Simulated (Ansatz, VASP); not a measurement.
**Two plane-wave programs on N**

INCAR

```
SYSTEM = N
PREC = Accurate
ENCUT = 520
EDIFF = 1E-7
ISMEAR = 0
SIGMA = 0.02
LREAL = .False.
LASPH = .True.
NELM = 100
ALGO = Normal
ISIF = 2
LWAVE = .False.
LCHARG = .True.
GGA = CA
LELF = .True.
LVHAR = .True.
NBANDS = 12
```

The input KPOINTS:

```
Automatic mesh
0
Gamma
  12 12 11
  0 0 0
```

The input POSCAR:

```
N
1.0
    2.5194737886      0.0000000000      0.0000000000
   -1.2597368943      2.1819283051      0.0000000000
    0.0000000000      0.0000000000      2.4460020000
N
2
Direct
    0.3333333333      0.6666666667      0.7500000000
    0.6666666667      0.3333333333      0.2500000000
```

Contents of input.yaml:

```yaml
crystal:
  lattice:
    - [2.5194737886, 0.0, 0.0]
    - [-1.2597368943, 2.1819283051, 0.0]
    - [0.0, 0.0, 2.446002]
  atoms:
    - { symbol: "N", position: [0.3333333333, 0.6666666667, 0.75] }
    - { symbol: "N", position: [0.6666666667, 0.3333333333, 0.25] }
hamiltonian:
  xc: lda
  pseudopotentials: { kind: paw }
kpoints:
  mp_grid: { grid: [12, 12, 11] }
scf:
  occupations: { method: gaussian, width: 0.02 }
output:
  forces: true
  stress: true
  eigenvalues: true
  write_density: true
  write_potential: true
  elf: true
  volumetric_format: npy
```

Alike in both runs: task single point; functional LDA; k mesh 12 × 12 × 11; occupations gaussian, width 0.02 eV; no spin polarisation.

|  | VASP | Ansatz |
| --- | --- | --- |
| version | VASP 6.6.1 | Ansatz 0.2.0 |
| potentials or method | VASP PAW LDA potentials, release 64 (N) | Ansatz PAW |
| plane-wave cutoff (eV) | 520 | 420 |
| valence electrons in the cell | 10 | 10 |

VASP gave:

| Property | Result |
| --- | --- |
| gap on the k mesh at the Fermi level (eV) | none |
| pressure (GPa) | -7.0 |
| traceless stress, the component that is largest in VASP (GPa) | -9.31 |

Q: Estimate Ansatz's values.

A: gap on the k mesh at the Fermi level (eV): none; pressure (GPa): -7.1; traceless stress, the component that is largest in VASP (GPa): -9.50.

LDA's correlation is that of Perdew and Zunger in VASP and of Perdew and Wang (1992) in Ansatz. A gap of «none» marks a metal or a gap that the smearing closes.

Noted on Ansatz's run: Pulay correction over one GPa.
